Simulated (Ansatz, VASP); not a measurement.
## InSb2As3: VASP beside Ansatz

```
In Sb As
1.0
     9.27873   -2.02213    0.04674
     9.27873    2.02213    0.04674
    -0.65893    0.00000    4.15131
In Sb As
1 2 3
Direct
  0.00888 0.00888 0.01814
  0.67615 0.67615 0.70590
  0.34061 0.34061 0.37023
  0.16087 0.16087 0.12387
  0.82499 0.82499 0.79724
  0.48666 0.48666 0.48461
```

Change from the starting cell: the structure that the rattled cell fell into.

Alike in both runs: functional PBE; k mesh 8 × 8 × 8; occupations gaussian, width 0.1 eV; no spin polarisation.

Ansatz relaxed the structure, and its values are those at the end. VASP's run is a single point on that final structure, the one shown.

|  | VASP | Ansatz |
| --- | --- | --- |
| version | VASP 6.6.1 | Ansatz 0.2.0 |
| potentials or method | VASP PAW PBE potentials, release 64 (In_d, Sb, As), cutoff 520 eV | scalar-relativistic, plane waves, PAW |
| valence electrons in the cell | 38 | 88 |

|  | VASP | Ansatz | Ansatz less VASP |
| --- | --- | --- | --- |
| gap on the k mesh at the Fermi level (eV) | none | none | - |
| pressure (GPa) | 0.1 | 0.0 | -0.07 |
| rms of the force components (eV/Å) | 0.017 | 0.004 | -0.0137 |

A gap of «none» marks a metal or a gap that the smearing closes. The functional is the same, so the differences come from potentials, cutoffs and numerics. VASP's potentials hold 38 valence electrons a cell and Ansatz's 88, so a difference there can come from the potentials and not from the codes.

Spin-orbit coupling is off throughout.
